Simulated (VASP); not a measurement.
# InGaO2 (Pmmm) in VASP: a series of runs

The runs below take InGaO2 through single point, with PBE.

Everything below comes from runs of VASP 6.6.1. Logs are shortened: lines on timing, memory, paths and dates and some standing lists are left out, and cuts for length are marked.

## Step 1: The cell of the first run

The structure is orthorhombic, space group Pmmm (No. 47). The conventional cell has a = 3.161 Å, b = 3.522 Å, c = 5.706 Å, α = 90.00°, β = 90.00°, γ = 90.00°. Within 3.0 Å of In (site symmetry mmm) lie 4 O at 2.28 Å. Within 2.8 Å of Ga (site symmetry mmm) lie 4 O at 2.11 Å. Within 2.9 Å of O (site symmetry mm2) lie 2 Ga at 2.11 Å and 2 In at 2.28 Å and 2 O at 2.81 to 2.90 Å.

The cell was generated, and may not be a known phase.

## Step 2: Single point, PBE, collinear spin, ferromagnetic start

The input, INCAR:

```
PREC = Accurate
ENCUT = 600
EDIFF = 1E-6
ISMEAR = 0
SIGMA = 0.1
LREAL = False
LASPH = True
NELM = 200
ALGO = Normal
ISIF = 2
LWAVE = False
LCHARG = False
ISPIN = 2
MAGMOM = 0 0 1 1
LORBIT = 11
GGA = PE
NBANDS = 31
GGA_COMPAT = False
```

The input, KPOINTS:

```
Automatic mesh
0
Gamma
  6 6 4
```

The input, POSCAR:

```
InGaO2
1.0
    3.1614442200      0.0000000000      0.0000000000
    0.0000000000      3.5220035800      0.0000000000
    0.0000000000      0.0000000000      5.7064073900
In Ga O
1 1 2
Direct
    0.5000000000      0.5000000000      0.5000000000
    0.0000000000      0.0000000000      0.0000000000
    0.5000000000      0.0000000000      0.2460425300
    0.5000000000      0.0000000000      0.7539574700
```

Potentials or basis: VASP PAW PBE potentials, release 64 (In_d, Ga_d, O).

Launch:

```console
$ cat potpaw_PBE.64/In_d/POTCAR potpaw_PBE.64/Ga_d/POTCAR potpaw_PBE.64/O/POTCAR > POTCAR
$ mpirun -np 1 vasp_std > vasp.out
```

OUTCAR:

```text
PREC = Accurate
   ENCUT = 600
   EDIFF = 1E-6
   ISMEAR = 0
   LREAL = False
   LASPH = True
   NELM = 200
   ISIF = 2
   ISPIN = 2
   LORBIT = 11
   GGA = PE

 ion  position               nearest neighbor table
   1  0.500  0.500  0.500-   3 2.28   4 2.28   3 2.28   4 2.28
   2  0.000  0.000  0.000-   3 2.11   4 2.11   3 2.11   4 2.11
   3  0.500  0.000  0.246-   2 2.11   2 2.11   1 2.28   1 2.28
   4  0.500  0.000  0.754-   2 2.11   2 2.11   1 2.28   1 2.28

  LATTYP: Found a simple orthorhombic cell.
 ALAT       =     3.1614442200
 B/A-ratio  =     1.1140489393
 C/A-ratio  =     1.8050001812

  Lattice vectors:

 A1 = (   3.1614442200,   0.0000000000,   0.0000000000)
 A2 = (   0.0000000000,   3.5220035800,   0.0000000000)
 A3 = (   0.0000000000,   0.0000000000,   5.7064073900)

Analysis of symmetry for initial positions (statically):
=====================================================================
 Subroutine PRICEL returns:
 Original cell was already a primitive cell.

 Routine SETGRP: Setting up the symmetry group for a
 simple orthorhombic supercell.

 Subroutine GETGRP returns: Found  8 space group operations
 (whereof  8 operations were pure point group operations)
 out of a pool of  8 trial point group operations.

The static configuration has the point symmetry D_2h.

Analysis of symmetry for dynamics (positions and initial velocities):
=====================================================================
 Subroutine PRICEL returns:
 Original cell was already a primitive cell.

 Routine SETGRP: Setting up the symmetry group for a
 simple orthorhombic supercell.

 Subroutine GETGRP returns: Found  8 space group operations
 (whereof  8 operations were pure point group operations)
 out of a pool of  8 trial point group operations.

The dynamic configuration has the point symmetry D_2h.

Analysis of structural, dynamic, and magnetic symmetry:
=====================================================================
 Subroutine PRICEL returns:
 Original cell was already a primitive cell.

 Routine SETGRP: Setting up the symmetry group for a
 simple orthorhombic supercell.

 Subroutine GETGRP returns: Found  8 space group operations
 (whereof  8 operations were pure point group operations)
 out of a pool of  8 trial point group operations.

The overall configuration has the point symmetry D_2h.

 Subroutine INISYM returns: Found  8 space group operations
 (whereof  8 operations are pure point group operations),
 and found     1 'primitive' translations

----------------------------------------------------------------------------------------

                                     Primitive cell

  volume of cell :      63.5387

  direct lattice vectors                    reciprocal lattice vectors
     3.161444220  0.000000000  0.000000000     0.316311132  0.000000000  0.000000000
     0.000000000  3.522003580  0.000000000     0.000000000  0.283929297  0.000000000
     0.000000000  0.000000000  5.706407390     0.000000000  0.000000000  0.175241607

  length of vectors
     3.161444220  3.522003580  5.706407390     0.316311132  0.283929297  0.175241607

  position of ions in fractional coordinates (direct lattice)
     0.500000000  0.500000000  0.500000000
     0.000000000  0.000000000  0.000000000
     0.500000000  0.000000000  0.246042530
     0.500000000  0.000000000  0.753957470

  ion indices of the primitive-cell ions
   primitive index   ion index
                 1           1
                 2           2
                 3           3
                 4           4

----------------------------------------------------------------------------------------

 KPOINTS: Automatic mesh

Automatic generation of k-mesh.
 Grid dimensions read from file:
 generate k-points for:    6    6    4

 Generating k-lattice:

  Cartesian coordinates                     Fractional coordinates (reciprocal lattice)
     0.052718522  0.000000000  0.000000000     0.166666667  0.000000000  0.000000000
     0.000000000  0.047321549  0.000000000     0.000000000  0.166666667  0.000000000
     0.000000000  0.000000000  0.043810402     0.000000000  0.000000000  0.250000000

  Length of vectors
     0.052718522  0.047321549  0.043810402

  Shift w.r.t. Gamma in fractional coordinates (k-lattice)
     0.000000000  0.000000000  0.000000000

 Subroutine IBZKPT returns following result:
 ===========================================

 Found     48 irreducible k-points:

 Following reciprocal coordinates:
            Coordinates               Weight
  0.000000  0.000000  0.000000      1.000000
  0.166667  0.000000  0.000000      2.000000
  0.333333  0.000000  0.000000      2.000000
  0.500000  0.000000  0.000000      1.000000
  0.000000  0.166667  0.000000      2.000000
  0.166667  0.166667  0.000000      4.000000
[... 16 lines left out ...]
  0.333333  0.166667  0.250000      8.000000
  0.500000  0.166667  0.250000      4.000000
 [... further k-points ...]
   k-points           NKPTS =     48   k-points in BZ     NKDIM =     48   number of bands    NBANDS=     31
   number of dos      NEDOS =    301   number of ions     NIONS =      4
   total plane-waves  NPLWV =  37632
   dimension x,y,z NGX =    28 NGY =   28 NGZ =   48
   dimension x,y,z NGXF=    56 NGYF=   56 NGZF=   96
   ions per type =               1   1   2
   NGX,Y,Z   is equivalent  to a cutoff of  14.72, 13.22, 13.98 a.u.
   NGXF,Y,Z  is equivalent  to a cutoff of  29.45, 26.43, 27.97 a.u.
 SYSTEM =  unknown system
   PREC   = accura    normal or accurate (medium, high low for compatibility)
   ISTART =      0    job   : 0-new  1-cont  2-samecut
   ICHARG =      2    charge: 1-file 2-atom 10-const
   ISPIN  =      2    spin polarized calculation?
   LNONCOLLINEAR =      F non collinear calculations
   LSORBIT =      F    spin-orbit coupling
   LASPH  =      T    aspherical Exc in radial PAW
   ENCUT  =  600.0 eV  44.10 Ry    6.64 a.u.   6.31  7.03 11.40*2*pi/ulx,y,z
   NELM   =    200;   NELMIN=  2; NELMDL= -5     # of ELM steps
   EDIFF  = 0.1E-05   stopping-criterion for ELM
   LREAL  =      F    real-space projection
   EDIFFG = 0.1E-04   stopping-criterion for IOM
   NSW    =      0    number of steps for IOM
   IBRION =     -1    ionic relax: 0-MD 1-quasi-New 2-CG
   NFREE  =      0    steps in history (QN), initial steepest desc. (CG)
   ISIF   =      2    stress and relaxation
   ISYM   =      2    0-nonsym 1-usesym 2-fastsym
   POTIM  = 0.5000    time-step for ionic-motion
   TEBEG  =    0.0;   TEEND  =   0.0 temperature during run
   PSTRESS=    0.0 pullay stress
   NELECT =      38.0000    total number of electrons
   NUPDOWN=      -1.0000    fix difference up-down
   EMIN   =  10.00;   EMAX   =-10.00  energy-range for DOS
   EFERMI =   0.00;   METHOD = LEGACY
   ISMEAR =     0;   SIGMA  =   0.10  broadening in eV -4-tet -1-fermi 0-gaus
   EFERMI_NEDOS =   21; number of points for ismear=-14 and -15
   IALGO  =     38    algorithm
   IMIX   =      4    mixing-type and parameters
     AMIX     =   0.40;   BMIX     =  1.00
     AMIX_MAG =   1.60;   BMIX_MAG =  1.00
  volume/ion in A,a.u.               =      15.88       107.20
  Fermi-wavevector in a.u.,A,eV,Ry     =   1.379293  2.606487 25.884409  1.902450
  Thomas-Fermi vector in A             =   2.504276
   LORBIT       =     11    0 simple, 1 ext, 2 COOP (PROOUT), +10 PAW based schemes
   GGA     = PE    functional components
   LHFCALC =     F    Hartree Fock is set to
   AEXX    =    0.0000 exact exchange contribution
   IVDW    =     0    specifies the selected vdW correction
   LEPSILON=     F    determine dielectric tensor
   LRPA    =     F    only Hartree local field effects (RPA)
 spin polarized calculation
 Gauss-broadening in eV      SIGMA  =   0.10
  energy-cutoff  :      600.00
  volume of cell :       63.54
 maximum number of plane-waves:      2140
 NGX is ok and might be reduce to    28
   NGX = 13   NGY = 15   NGZ = 23

 number of electron      38.0000017 magnetization       0.0002204

 number of electron      38.0000017 magnetization      -0.0001972

 Free energy of the ion-electron system (eV)
  ---------------------------------------------------
  ext. energy  EPLUGINS =         0.00000000
  ---------------------------------------------------
  free energy    TOTEN  =       -18.95861259 eV

  energy without entropy =      -18.94731220  energy(sigma->0) =      -18.95296240

 E-fermi :   5.5530     XC(G=0): -10.3352

 val. band max:        5.5484693749   @ k =   0.3333   0.1667   0.5000
 cond. band min:       5.5538404589   @ k =   0.1667   0.3333   0.0000
 fundamental gap:      0.0053710840
 Fermi energy:         5.5530162588

 spin component 1

 k-point     1 :       0.0000    0.0000    0.0000
  band No.  band energies     occupation
      1     -14.1181      1.00000
      2     -13.1395      1.00000
      3      -9.9567      1.00000
      4      -9.9155      1.00000
      5      -9.8624      1.00000
      6      -9.8368      1.00000
[... 23 lines left out ...]
     30      20.0709      0.00000
     31      21.3508      0.00000

 k-point     2 :       0.1667    0.0000    0.0000
  band No.  band energies     occupation
      1     -14.0057      1.00000
      2     -13.1587      1.00000
      3      -9.9617      1.00000
      4      -9.9105      1.00000
      5      -9.8778      1.00000
      6      -9.7990      1.00000
[... 23 lines left out ...]
     30      19.7797      0.00000
     31      20.4373      0.00000

 k-point     3 :       0.3333    0.0000    0.0000
  band No.  band energies     occupation
      1     -13.7651      1.00000
      2     -13.1954      1.00000
      3      -9.9909      1.00000
      4      -9.9083      1.00000
      5      -9.9006      1.00000
      6      -9.7321      1.00000
[... 703 lines left out ...]
     30      18.8583      0.00000
     31      19.5269      0.00000

 k-point    24 :       0.5000    0.1667    0.2500
  band No.  band energies     occupation
      1     -13.5448      1.00000
      2     -13.2751      1.00000
      3      -9.9996      1.00000
      4      -9.9322      1.00000
      5      -9.9014      1.00000
      6      -9.6956      1.00000
[... 23 lines left out ...]
     30      18.4384      0.00000
     31      19.9758      0.00000

 [... further k-points ...]

 spin component 2

 k-point     1 :       0.0000    0.0000    0.0000
  band No.  band energies     occupation
      1     -14.1182      1.00000
      2     -13.1396      1.00000
      3      -9.9567      1.00000
      4      -9.9155      1.00000
      5      -9.8624      1.00000
      6      -9.8368      1.00000
[... 23 lines left out ...]
     30      20.0708      0.00000
     31      21.3507      0.00000

 k-point     2 :       0.1667    0.0000    0.0000
  band No.  band energies     occupation
      1     -14.0057      1.00000
      2     -13.1587      1.00000
      3      -9.9618      1.00000
      4      -9.9106      1.00000
      5      -9.8778      1.00000
      6      -9.7990      1.00000
[... 23 lines left out ...]
     30      19.7796      0.00000
     31      20.4373      0.00000

 k-point     3 :       0.3333    0.0000    0.0000
  band No.  band energies     occupation
      1     -13.7651      1.00000
      2     -13.1954      1.00000
      3      -9.9909      1.00000
      4      -9.9083      1.00000
      5      -9.9006      1.00000
      6      -9.7321      1.00000
[... 703 lines left out ...]
     30      18.8582      0.00000
     31      19.5268      0.00000

 k-point    24 :       0.5000    0.1667    0.2500
  band No.  band energies     occupation
      1     -13.5448      1.00000
      2     -13.2752      1.00000
      3      -9.9996      1.00000
      4      -9.9322      1.00000
      5      -9.9014      1.00000
      6      -9.6956      1.00000
[... 23 lines left out ...]
     30      18.4383      0.00000
     31      19.9757      0.00000

 [... further k-points ...]
[... 5 lines left out ...]
  --------------------------------------------------------------------------------------
  -------------------------------------------------------------------------------------
  Total       -4.5331204      1.2788258     -1.9442912     -0.0000000      0.0000000      0.0000000
  in kB     -114.3061893     32.2465958    -49.0268285     -0.0000000      0.0000000      0.0000000
  external PRESSURE =     -43.6954740 kB  Pullay stress =       0.0000000 kB

 VOLUME and BASIS-vectors are now :
 -----------------------------------------------------------------------------
  energy-cutoff  :      600.00
  volume of cell :       63.54
      direct lattice vectors                 reciprocal lattice vectors
     3.161444220  0.000000000  0.000000000     0.316311132  0.000000000  0.000000000
     0.000000000  3.522003580  0.000000000     0.000000000  0.283929297  0.000000000
     0.000000000  0.000000000  5.706407390     0.000000000  0.000000000  0.175241607

 POSITION                                       TOTAL-FORCE (eV/Angst)
 -----------------------------------------------------------------------------------
      1.58072      1.76100      2.85320         0.000000      0.000000      0.000000
      0.00000      0.00000      0.00000         0.000000      0.000000      0.000000
      1.58072      0.00000      1.40402         0.000000      0.000000     -1.701409
      1.58072      0.00000      4.30239         0.000000     -0.000000      1.701409
 -----------------------------------------------------------------------------------
    total drift:                                0.000000      0.000000      0.000000

  FREE ENERGIE OF THE ION-ELECTRON SYSTEM (eV)
  ---------------------------------------------------
  free  energy   TOTEN  =       -18.9586125903 eV

  energy  without entropy=      -18.9473122031  energy(sigma->0) =      -18.95296240

 total charge

# of ion       s       p       d       tot
------------------------------------------
    1        0.805   0.529   9.941  11.274
    2        0.805   0.501  10.056  11.362
    3        1.590   3.337   0.000   4.926
    4        1.590   3.337   0.000   4.926
--------------------------------------------------
tot          4.789   7.704  19.997  32.490

 magnetization (x)

# of ion       s       p       d       tot
------------------------------------------
    1       -0.000  -0.000  -0.000  -0.000
    2        0.000  -0.000  -0.000  -0.000
    3       -0.000  -0.000   0.000  -0.000
    4       -0.000  -0.000   0.000  -0.000
--------------------------------------------------
tot         -0.000  -0.000  -0.000  -0.000
```

Run time: 5.1 min. Hardware: 1 thread of Intel Xeon Platinum 8259CL at 2.50GHz (Skylake/Cascade Lake), shared host; peak memory 0.34 GiB.

Results:

| Quantity | Value |
| --- | --- |
| Free energy | -18.9586 eV |
| Pressure | -4.4 GPa |
| Largest force | 1.701 eV/Å |
| Band gap on the k mesh | zero (filled and empty bands overlap) |
| Net moment | 0.00 μB per cell |
| Valence electrons inside the program's atomic spheres | In 11.27; Ga 11.36; O 4.93 |

Forces on the atoms (eV/Å):
```
In   0.000  0.000  0.000
Ga   0.000  0.000  0.000
O    0.000  0.000 -1.701
O    0.000  0.000  1.701
```

Levels at points of the mesh, in eV from the Fermi level:
Spin up:
```tsv
k point	band 17	band 18	band 19	band 20	band 21	band 22
(0.00, 0.00, 0.00)	-3.46	-3.05	-2.99	1.32	1.69	5.68
(0.50, 0.00, 0.00)	-2.95	-2.90	-0.88	0.40	1.10	5.71
(0.00, 0.50, 0.00)	-2.99	-2.99	-0.94	-0.42	1.19	5.31
(0.50, 0.50, 0.00)	-4.61	-2.53	-1.30	1.67	2.06	2.84
(0.00, 0.00, 0.50)	-3.61	-3.29	-1.49	-1.39	4.76	5.79
(0.50, 0.00, 0.50)	-3.88	-3.10	0.42	0.58	1.76	3.80
(0.00, 0.50, 0.50)	-3.84	-3.05	0.38	0.71	1.03	3.49
(0.50, 0.50, 0.50)	-4.74	-4.38	-0.25	0.06	2.01	3.11
```
Spin down:
```csv
k point,band 17,band 18,band 19,band 20,band 21,band 22
"(0.00, 0.00, 0.00)",-3.46,-3.05,-2.99,1.32,1.69,5.68
"(0.50, 0.00, 0.00)",-2.95,-2.90,-0.88,0.40,1.10,5.71
"(0.00, 0.50, 0.00)",-2.99,-2.99,-0.94,-0.42,1.19,5.31
"(0.50, 0.50, 0.00)",-4.61,-2.53,-1.30,1.67,2.06,2.84
"(0.00, 0.00, 0.50)",-3.61,-3.29,-1.49,-1.39,4.76,5.79
"(0.50, 0.00, 0.50)",-3.88,-3.10,0.42,0.58,1.76,3.80
"(0.00, 0.50, 0.50)",-3.84,-3.05,0.38,0.71,1.03,3.49
"(0.50, 0.50, 0.50)",-4.74,-4.38,-0.25,0.06,2.01,3.11
```

Caveat: the stress differs along the axes, from -11 to 3 GPa; spin-orbit coupling is left out, which moves the levels of the heavy elements; forces of over 1 eV/Å act on the atoms, so gaps and moduli don't describe the material at rest.

## Step 3: Single point, PBE

This run uses another cell than the first one, of 16.41 Å³/atom.

The input, INCAR:

```
SYSTEM = InGaO2
PREC = Accurate ; ENCUT = 600
EDIFF = 1E-6 ; ISMEAR = 0
SIGMA = 0.1 ; LREAL = .FALSE.
LASPH = .TRUE. ; NELM = 120
ALGO = Normal ; ISIF = 2
LWAVE = .FALSE. ; LCHARG = .FALSE.
GGA = PE ; NBANDS = 27
GGA_COMPAT = .FALSE.
```

The input, KPOINTS:

```
Automatic mesh
0
G
  16 12 8
  0 0 0
```

The input, POSCAR:

```
InGaO2
1.0
    2.8527830599      0.0000000000      0.0000000000
    0.0000000000      3.7786083645      0.0000000000
    0.0000000000      0.0000000000      6.0882039278
In Ga O
1 1 2
Direct
    0.5000000000      0.5000000000      0.5000000000
    0.0000000000      0.0000000000      0.0000000000
    0.5000000000      0.0000000000      0.2098221252
    0.5000000000      0.0000000000      0.7901778748
```

Potentials or basis: VASP PAW PBE potentials, release 64 (In_d, Ga_d, O).

Launch:

```console
$ cat potpaw_PBE.64/In_d/POTCAR potpaw_PBE.64/Ga_d/POTCAR potpaw_PBE.64/O/POTCAR > POTCAR
$ mpirun -np 1 vasp_std > vasp.out
```

It took 7.9 min on 1 thread of Intel Xeon Platinum 8259CL at 2.50GHz (Skylake/Cascade Lake), shared host; peak memory 0.72 GiB.

The run converged. Its results:

| Item | Value |
| --- | --- |
| Free energy | -19.9558 eV |
| Pressure | 0.2 GPa |
| Largest force | 0.068 eV/Å |
| Band gap on the k mesh | zero (bands 19 and 20 overlap by 0.57 eV) |

Forces in eV/Å, atoms in the order of the input:
```
In   0.000  0.000  0.000
Ga   0.000  0.000  0.000
O    0.000  0.000  0.068
O    0.000  0.000 -0.068
```

Stress tensor (GPa, compression positive):
```
 0.47  0.00  0.00
 0.00 -0.20  0.00
 0.00  0.00  0.25
```

Levels at points of the mesh, in eV from the Fermi level:
```csv
k point,band 17,band 18,band 19,band 20,band 21,band 22
"(0.00, 0.00, 0.00)",-3.09,-2.74,-1.85,1.82,2.03,5.10
"(0.50, 0.00, 0.00)",-2.42,-2.12,-0.37,0.58,3.00,5.60
"(0.00, 0.50, 0.00)",-2.69,-2.44,-1.84,0.87,2.39,4.30
"(0.50, 0.50, 0.00)",-3.28,-1.86,-0.43,2.02,2.50,4.15
"(0.00, 0.00, 0.50)",-3.17,-1.90,-1.44,-0.52,5.11,5.86
"(0.50, 0.00, 0.50)",-2.77,-2.73,-0.02,1.65,3.03,4.69
"(0.00, 0.50, 0.50)",-3.26,-1.85,-1.04,2.29,3.00,3.04
"(0.50, 0.50, 0.50)",-3.75,-2.74,0.05,1.40,2.22,4.56
```

Caveat: spin-orbit coupling is left out, which moves the levels of the heavy elements.
